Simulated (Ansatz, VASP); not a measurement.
**Two plane-wave programs on V**

Contents of INCAR:

```
SYSTEM = V
PREC = Accurate
ENCUT = 500
EDIFF = 1E-6
ISMEAR = 0
SIGMA = 0.1
LREAL = .FALSE.
LASPH = .TRUE.
NELM = 200
ALGO = Normal
ISIF = 2
LWAVE = .FALSE.
LCHARG = .FALSE.
ISPIN = 2
MAGMOM = 0.51
LORBIT = 11
LMAXMIX = 4
GGA = PE
NBANDS = 16
GGA_COMPAT = .FALSE.
```

File KPOINTS:

```
Automatic mesh
0
G
  6 6 6
  0 0 0
```

POSCAR

```
V
1.0
   -1.4883940006      1.4883940006      1.4883940006
    1.4883940006     -1.4883940006      1.4883940006
    1.4883940006      1.4883940006     -1.4883940006
V
1
Direct
    0.0000000000      0.0000000000      0.0000000000
```

Input for Ansatz:

```yaml
crystal:
  lattice:
    - [-1.4883940006, 1.4883940006, 1.4883940006]
    - [1.4883940006, -1.4883940006, 1.4883940006]
    - [1.4883940006, 1.4883940006, -1.4883940006]
  atoms:
    - { symbol: V, position: [0.0, 0.0, 0.0], spin: 0.51 }
basis:
  ecutwfc: 420
kpoints:
  mp_grid: { grid: [6, 6, 6] }
hamiltonian:
  xc: pbe
scf:
  occupations: { method: gaussian, width: 0.1 }
  lower_state_search: "off"
output:
  forces: true
  stress: true
  eigenvalues: true
  populations: true
magnetization:
  spin_polarized: true
```

Alike in both runs: task single point; functional PBE; k mesh 6 × 6 × 6; occupations gaussian, width 0.1 eV; collinear spin.

|  | VASP | Ansatz |
| --- | --- | --- |
| version | VASP 6.6.1 | Ansatz 0.2.0 |
| potentials or method | VASP PAW PBE potentials, release 64 (V_sv), cutoff 500 eV | scalar-relativistic, plane waves, PAW |
| valence electrons in the cell | 13 | 13 |

VASP gave:

| Property | Result |
| --- | --- |
| gap on the k mesh at the Fermi level (eV) | none |
| pressure (GPa) | 5.4 |
| net moment per atom (μB) | 0.61 |
| size of the moment on the site where the two differ most (μB) | 0.48 |

Question: Which values does Ansatz return?

Answer: gap on the k mesh at the Fermi level (eV): none; pressure (GPa): 5.3; net moment per atom (μB): 0.61; size of the moment on the site where the two differ most (μB): 0.45.

Site moments also hang on the region over which each program counts them. A gap of «none» marks a metal or a gap that the smearing closes.

The k mesh is coarse, so the values compare programs but aren't converged.
